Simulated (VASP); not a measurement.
# SrTiO3 in VASP: further runs

SrTiO3 is run at these levels: PBE; tasks: single point.

Program: VASP 6.6.1. These are calculated values, not measurements. Logs are shortened: lines on timing, memory, paths and dates and some standing lists are left out, and cuts for length are marked.

## Step 1: The cell of the first run

It takes space group Pm-3m (No. 221, cubic). Conventional cell: a = 3.956 Å, b = 3.956 Å, c = 3.956 Å, α = 90.00°, β = 90.00°, γ = 90.00°. Within 3.7 Å of Sr (site symmetry m-3m) lie 12 O at 2.80 Å and 8 Ti at 3.43 Å. Ti (site symmetry m-3m) has 6 O at 1.98 Å within 2.6 Å. Within 2.6 Å of O (site symmetry 4/mmm) lie 2 Ti at 1.98 Å.

## Step 2: Single point, PBE (volume scaled by 1.04, then relaxed in part)

The input, INCAR:

```
PREC = Accurate ; ENCUT = 600
EDIFF = 1E-6 ; ISMEAR = -1
SIGMA = 0.02 ; LREAL = F
LASPH = T ; NELM = 120
ALGO = Normal ; ISIF = 2
LWAVE = F ; LCHARG = F
GGA = PE ; NBANDS = 28
GGA_COMPAT = F
```

The input, KPOINTS:

```
regular mesh
0
Gamma
  8 8 8
```

The input, POSCAR:

```
SrTiO3
1.0
    3.9563874719      0.0000000000      0.0000000000
    0.0000000000      3.9563874719      0.0000000000
    0.0000000000      0.0000000000      3.9563874719
Sr Ti O
1 1 3
Direct
    0.0000000000      0.0000000000      0.0000000000
    0.5000000000      0.5000000000      0.5000000000
    0.0000000000      0.5000000000      0.5000000000
    0.5000000000      0.0000000000      0.5000000000
    0.5000000000      0.5000000000      0.0000000000
```

Potentials or basis: VASP PAW PBE potentials, release 64 (Sr_sv, Ti_sv, O).

Run with:

```sh
> cat potpaw_PBE.64/Sr_sv/POTCAR potpaw_PBE.64/Ti_sv/POTCAR potpaw_PBE.64/O/POTCAR > POTCAR
> mpirun -np 1 vasp_std > vasp.out
```

OUTCAR:

```text
PREC = Accurate
   ENCUT = 600
   EDIFF = 1E-6
   ISMEAR = -1
   LREAL = F
   LASPH = T
   NELM = 120
   ISIF = 2
   GGA = PE

 ion  position               nearest neighbor table
   1  0.000  0.000  0.000-   3 2.80   4 2.80   5 2.80   3 2.80   4 2.80   3 2.80   5 2.80   3 2.80
                             4 2.80   5 2.80   4 2.80   5 2.80   2 3.43   2 3.43   2 3.43   2 3.43
   2  0.500  0.500  0.500-   3 1.98   4 1.98   5 1.98   5 1.98   4 1.98   3 1.98   1 3.43   1 3.43
                             1 3.43   1 3.43   1 3.43   1 3.43   1 3.43   1 3.43
   3  0.000  0.500  0.500-   2 1.98   2 1.98   1 2.80   1 2.80   1 2.80   1 2.80
   4  0.500  0.000  0.500-   2 1.98   2 1.98   1 2.80   1 2.80   1 2.80   1 2.80
   5  0.500  0.500  0.000-   2 1.98   2 1.98   1 2.80   1 2.80   1 2.80   1 2.80

  LATTYP: Found a simple cubic cell.
 ALAT       =     3.9563874719

  Lattice vectors:

 A1 = (   3.9563874719,   0.0000000000,   0.0000000000)
 A2 = (   0.0000000000,   3.9563874719,   0.0000000000)
 A3 = (   0.0000000000,   0.0000000000,   3.9563874719)

Analysis of symmetry for initial positions (statically):
=====================================================================
 Subroutine PRICEL returns:
 Original cell was already a primitive cell.

 Routine SETGRP: Setting up the symmetry group for a
 simple cubic supercell.

 Subroutine GETGRP returns: Found 48 space group operations
 (whereof 48 operations were pure point group operations)
 out of a pool of 48 trial point group operations.

The static configuration has the point symmetry O_h .

Analysis of symmetry for dynamics (positions and initial velocities):
=====================================================================
 Subroutine PRICEL returns:
 Original cell was already a primitive cell.

 Routine SETGRP: Setting up the symmetry group for a
 simple cubic supercell.

 Subroutine GETGRP returns: Found 48 space group operations
 (whereof 48 operations were pure point group operations)
 out of a pool of 48 trial point group operations.

The dynamic configuration has the point symmetry O_h .

 Subroutine INISYM returns: Found 48 space group operations
 (whereof 48 operations are pure point group operations),
 and found     1 'primitive' translations

----------------------------------------------------------------------------------------

                                     Primitive cell

  volume of cell :      61.9293

  direct lattice vectors                    reciprocal lattice vectors
     3.956387472  0.000000000  0.000000000     0.252755830  0.000000000  0.000000000
     0.000000000  3.956387472  0.000000000     0.000000000  0.252755830  0.000000000
     0.000000000  0.000000000  3.956387472     0.000000000  0.000000000  0.252755830

  length of vectors
     3.956387472  3.956387472  3.956387472     0.252755830  0.252755830  0.252755830

  position of ions in fractional coordinates (direct lattice)
     0.000000000  0.000000000  0.000000000
     0.500000000  0.500000000  0.500000000
     0.000000000  0.500000000  0.500000000
     0.500000000  0.000000000  0.500000000
     0.500000000  0.500000000  0.000000000

  ion indices of the primitive-cell ions
   primitive index   ion index
                 1           1
                 2           2
                 3           3
                 4           4
                 5           5

----------------------------------------------------------------------------------------

 KPOINTS: regular mesh

Automatic generation of k-mesh.
 Grid dimensions read from file:
 generate k-points for:    8    8    8

 Generating k-lattice:

  Cartesian coordinates                     Fractional coordinates (reciprocal lattice)
     0.031594479  0.000000000  0.000000000     0.125000000  0.000000000  0.000000000
     0.000000000  0.031594479  0.000000000     0.000000000  0.125000000  0.000000000
     0.000000000  0.000000000  0.031594479     0.000000000  0.000000000  0.125000000

  Length of vectors
     0.031594479  0.031594479  0.031594479

  Shift w.r.t. Gamma in fractional coordinates (k-lattice)
     0.000000000  0.000000000  0.000000000

 Subroutine IBZKPT returns following result:
 ===========================================

 Found     35 irreducible k-points:

 Following reciprocal coordinates:
            Coordinates               Weight
  0.000000  0.000000  0.000000      1.000000
  0.125000  0.000000  0.000000      6.000000
  0.250000  0.000000  0.000000      6.000000
  0.375000  0.000000  0.000000      6.000000
  0.500000  0.000000  0.000000      3.000000
  0.125000  0.125000  0.000000     12.000000
[... 16 lines left out ...]
  0.375000  0.375000  0.125000     24.000000
  0.500000  0.375000  0.125000     24.000000
 [... further k-points ...]
   k-points           NKPTS =     35   k-points in BZ     NKDIM =     35   number of bands    NBANDS=     28
   number of dos      NEDOS =    301   number of ions     NIONS =      5
   total plane-waves  NPLWV =  32768
   dimension x,y,z NGX =    32 NGY =   32 NGZ =   32
   dimension x,y,z NGXF=    64 NGYF=   64 NGZF=   64
   ions per type =               1   1   3
   NGX,Y,Z   is equivalent  to a cutoff of  13.45, 13.45, 13.45 a.u.
   NGXF,Y,Z  is equivalent  to a cutoff of  26.89, 26.89, 26.89 a.u.
 SYSTEM =  unknown system
   PREC   = accura    normal or accurate (medium, high low for compatibility)
   ISTART =      0    job   : 0-new  1-cont  2-samecut
   ICHARG =      2    charge: 1-file 2-atom 10-const
   ISPIN  =      1    spin polarized calculation?
   LNONCOLLINEAR =      F non collinear calculations
   LSORBIT =      F    spin-orbit coupling
   LASPH  =      T    aspherical Exc in radial PAW
   ENCUT  =  600.0 eV  44.10 Ry    6.64 a.u.   7.90  7.90  7.90*2*pi/ulx,y,z
   NELM   =    120;   NELMIN=  2; NELMDL= -5     # of ELM steps
   EDIFF  = 0.1E-05   stopping-criterion for ELM
   LREAL  =      F    real-space projection
   EDIFFG = 0.1E-04   stopping-criterion for IOM
   NSW    =      0    number of steps for IOM
   IBRION =     -1    ionic relax: 0-MD 1-quasi-New 2-CG
   NFREE  =      0    steps in history (QN), initial steepest desc. (CG)
   ISIF   =      2    stress and relaxation
   ISYM   =      2    0-nonsym 1-usesym 2-fastsym
   POTIM  = 0.5000    time-step for ionic-motion
   TEBEG  =    0.0;   TEEND  =   0.0 temperature during run
   PSTRESS=    0.0 pullay stress
   NELECT =      40.0000    total number of electrons
   NUPDOWN=      -1.0000    fix difference up-down
   EMIN   =  10.00;   EMAX   =-10.00  energy-range for DOS
   EFERMI =   0.00;   METHOD = LEGACY
   ISMEAR =    -1;   SIGMA  =   0.02  broadening in eV -4-tet -1-fermi 0-gaus
   EFERMI_NEDOS =   21; number of points for ismear=-14 and -15
   IALGO  =     38    algorithm
   IMIX   =      4    mixing-type and parameters
     AMIX     =   0.40;   BMIX     =  1.00
     AMIX_MAG =   1.60;   BMIX_MAG =  1.00
  volume/ion in A,a.u.               =      12.39        83.58
  Fermi-wavevector in a.u.,A,eV,Ry     =   1.415129  2.674206 27.246890  2.002590
  Thomas-Fermi vector in A             =   2.536599
   LORBIT       =      0    0 simple, 1 ext, 2 COOP (PROOUT), +10 PAW based schemes
   GGA     = PE    functional components
   LHFCALC =     F    Hartree Fock is set to
   AEXX    =    0.0000 exact exchange contribution
   IVDW    =     0    specifies the selected vdW correction
   LEPSILON=     F    determine dielectric tensor
   LRPA    =     F    only Hartree local field effects (RPA)
 non-spin polarized calculation
  energy-cutoff  :      600.00
  volume of cell :       61.93
 maximum number of plane-waves:      2103
 NGX is ok and might be reduce to    32
   NGX = 15   NGY = 15   NGZ = 15

 number of electron      39.9999976 magnetization

 Free energy of the ion-electron system (eV)
  ---------------------------------------------------
  ext. energy  EPLUGINS =         0.00000000
  ---------------------------------------------------
  free energy    TOTEN  =       -40.10700065 eV

  energy without entropy =      -40.10700065  energy(sigma->0) =      -40.10700065

 E-fermi :   4.3762     XC(G=0): -11.0649

 val. band max:        3.8478463058   @ k =   0.5000   0.5000   0.5000
 cond. band min:       5.6311288333   @ k =   0.0000   0.0000   0.0000
 fundamental gap:      1.7832825275
 Fermi energy:         4.3761709749

 k-point     1 :       0.0000    0.0000    0.0000
  band No.  band energies     occupation
      1     -52.7759      2.00000
      2     -29.0643      2.00000
      3     -28.9982      2.00000
      4     -28.9982      2.00000
      5     -28.9982      2.00000
      6     -13.4382      2.00000
[... 20 lines left out ...]
     27       9.2097      0.00000
     28       9.7196      0.00000

 k-point     2 :       0.1250    0.0000    0.0000
  band No.  band energies     occupation
      1     -52.7757      2.00000
      2     -29.0799      2.00000
      3     -28.9978      2.00000
      4     -28.9978      2.00000
      5     -28.9884      2.00000
      6     -13.4436      2.00000
[... 20 lines left out ...]
     27       9.4717      0.00000
     28      10.0859      0.00000

 k-point     3 :       0.2500    0.0000    0.0000
  band No.  band energies     occupation
      1     -52.7753      2.00000
      2     -29.1101      2.00000
      3     -28.9970      2.00000
      4     -28.9970      2.00000
      5     -28.9721      2.00000
      6     -13.5005      2.00000
[... 20 lines left out ...]
     27      10.0999      0.00000
     28      11.0936      0.00000

 k-point     4 :       0.3750    0.0000    0.0000
  band No.  band energies     occupation
      1     -52.7749      2.00000
      2     -29.1362      2.00000
      3     -28.9962      2.00000
      4     -28.9962      2.00000
      5     -28.9598      2.00000
      6     -13.5946      2.00000
[... 578 lines left out ...]
     27      11.7935      0.00000
     28      12.0424      0.00000

 k-point    23 :       0.3750    0.3750    0.1250
  band No.  band energies     occupation
      1     -52.7737      2.00000
      2     -29.0841      2.00000
      3     -29.0464      2.00000
      4     -29.0044      2.00000
      5     -28.9927      2.00000
      6     -13.0555      2.00000
[... 20 lines left out ...]
     27      11.8333      0.00000
     28      12.2814      0.00000

 k-point    24 :       0.5000    0.3750    0.1250
  band No.  band energies     occupation
      1     -52.7735      2.00000
      2     -29.0784      2.00000
      3     -29.0461      2.00000
      4     -29.0061      2.00000
      5     -29.0026      2.00000
      6     -12.9711      2.00000
[... 20 lines left out ...]
     27      11.8981      0.00000
     28      12.3780      0.00000

 [... further k-points ...]
[... 5 lines left out ...]
  --------------------------------------------------------------------------------------
  -------------------------------------------------------------------------------------
  Total       -0.8080813     -0.8080813     -0.8080813     -0.0000000     -0.0000000     -0.0000000
  in kB      -20.9059162    -20.9059162    -20.9059162     -0.0000000     -0.0000000     -0.0000000
  external PRESSURE =     -20.9059162 kB  Pullay stress =       0.0000000 kB

 VOLUME and BASIS-vectors are now :
 -----------------------------------------------------------------------------
  energy-cutoff  :      600.00
  volume of cell :       61.93
      direct lattice vectors                 reciprocal lattice vectors
     3.956387472  0.000000000  0.000000000     0.252755830  0.000000000  0.000000000
     0.000000000  3.956387472  0.000000000     0.000000000  0.252755830  0.000000000
     0.000000000  0.000000000  3.956387472     0.000000000  0.000000000  0.252755830

 POSITION                                       TOTAL-FORCE (eV/Angst)
 -----------------------------------------------------------------------------------
      0.00000      0.00000      0.00000         0.000000      0.000000      0.000000
      1.97819      1.97819      1.97819         0.000000      0.000000      0.000000
      0.00000      1.97819      1.97819         0.000000      0.000000      0.000000
      1.97819      0.00000      1.97819         0.000000      0.000000      0.000000
      1.97819      1.97819      0.00000         0.000000      0.000000      0.000000
 -----------------------------------------------------------------------------------
    total drift:                                0.000000     -0.000000     -0.000000

  FREE ENERGIE OF THE ION-ELECTRON SYSTEM (eV)
  ---------------------------------------------------
  free  energy   TOTEN  =       -40.1070006479 eV

  energy  without entropy=      -40.1070006479  energy(sigma->0) =      -40.10700065
```

It took 38 s on 1 thread of AMD EPYC 9R45 (Zen 5), shared host; peak memory 0.2 GiB.

Results:

* Free energy: -40.1070 eV
* Pressure: -2.1 GPa
* Band gap on the k mesh: 1.78 eV, indirect (least direct gap 2.16 eV)

## Step 3: Single point, PBE (volume scaled by 1.06, then relaxed in part)

The input, INCAR:

```
PREC = Accurate
ENCUT = 600
EDIFF = 1E-6
ISMEAR = -1
SIGMA = 0.02
LREAL = F
LASPH = T
NELM = 120
ALGO = Normal
ISIF = 2
LWAVE = F
LCHARG = F
GGA = PE
NBANDS = 28
GGA_COMPAT = F
```

The input, KPOINTS:

```
Automatic mesh
0
Gamma
  8 8 8
```

POSCAR: that of step 2 with these lines changed.

```diff
@@ -2,5 +2,5 @@
 1.0
-    3.9563874719      0.0000000000      0.0000000000
-    0.0000000000      3.9563874719      0.0000000000
-    0.0000000000      0.0000000000      3.9563874719
+    3.9815880716      0.0000000000      0.0000000000
+    0.0000000000      3.9815880716      0.0000000000
+    0.0000000000      0.0000000000      3.9815880716
 Sr Ti O
```

Potentials or basis: VASP PAW PBE potentials, release 64 (Sr_sv, Ti_sv, O).

Run with:

```sh
> cat potpaw_PBE.64/Sr_sv/POTCAR potpaw_PBE.64/Ti_sv/POTCAR potpaw_PBE.64/O/POTCAR > POTCAR
> mpirun -np 1 vasp_std > vasp.out
```

It took 38 s on 1 thread of AMD EPYC 9R45 (Zen 5), shared host; peak memory 0.2 GiB.

The run converged. Its results:

| Quantity | Value |
| --- | --- |
| Free energy | -40.0829 eV |
| Pressure | -5.0 GPa |
| Band gap on the k mesh | 1.75 eV, indirect (least direct gap 2.13 eV) |

Levels at points of the mesh, in eV from the valence-band top:
| k point | band 17 | band 18 | band 19 | band 20 | band 21 | band 22 | band 23 | band 24 |
| --- | --- | --- | --- | --- | --- | --- | --- | --- |
| (0.00, 0.00, 0.00) | -1.08 | -0.38 | -0.38 | -0.38 | 1.75 | 1.75 | 1.75 | 3.90 |
| (0.50, 0.00, 0.00) | -2.21 | -1.81 | -0.73 | -0.73 | 1.89 | 3.49 | 3.49 | 3.91 |
| (0.50, 0.50, 0.00) | -1.75 | -1.51 | -1.51 | -0.08 | 3.49 | 3.49 | 3.92 | 4.79 |
| (0.50, 0.50, 0.50) | -3.57 | 0.00 | 0.00 | 0.00 | 4.10 | 4.10 | 4.10 | 6.72 |

 A k mesh can miss the band edges.

(Part 1 of 2 ends here.)
